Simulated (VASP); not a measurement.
A run of VASP 6.6.1 is set up as follows.

Contents of INCAR:

```
SYSTEM = Al5N
ALGO = Normal ; EDIFF = 1E-6
ENCUT = 520 ; GGA = PE
ISIF = 2 ; ISMEAR = 0
LASPH = .TRUE. ; LCHARG = .FALSE.
LREAL = .FALSE. ; LWAVE = .FALSE.
NBANDS = 19 ; NELM = 80
PREC = Accurate ; SIGMA = 0.1
```

KPOINTS

```
k-points
0
G
  12 12 10
  0 0 0
```

POSCAR

```
Al5N
1.0
    4.9630261778      0.0000000000      0.0000000000
   -2.4815130889      4.2981067496      0.0000000000
    0.0000000000      0.0000000000      4.1776567981
Al N
5 1
Direct
    0.3103943226      0.0000000000      0.0000000000
    0.0000000000      0.3103943226      0.0000000000
    0.6896056774      0.6896056774      0.0000000000
    0.3333333333      0.6666666667      0.5000000000
    0.6666666667      0.3333333333      0.5000000000
    0.0000000000      0.0000000000      0.5000000000
```

Potentials or basis: VASP PAW PBE potentials, release 64 (Al, N).

Launch:

```sh
$ cat potpaw_PBE.64/Al/POTCAR potpaw_PBE.64/N/POTCAR > POTCAR
$ mpirun -np 1 vasp_std > vasp.out
```

Q: What does it give for the pressure?

A: -0.1 GPa.

Q: Estimate the band gap on the k mesh.

A: Zero (bands 10 and 11 overlap by 2.09 eV).
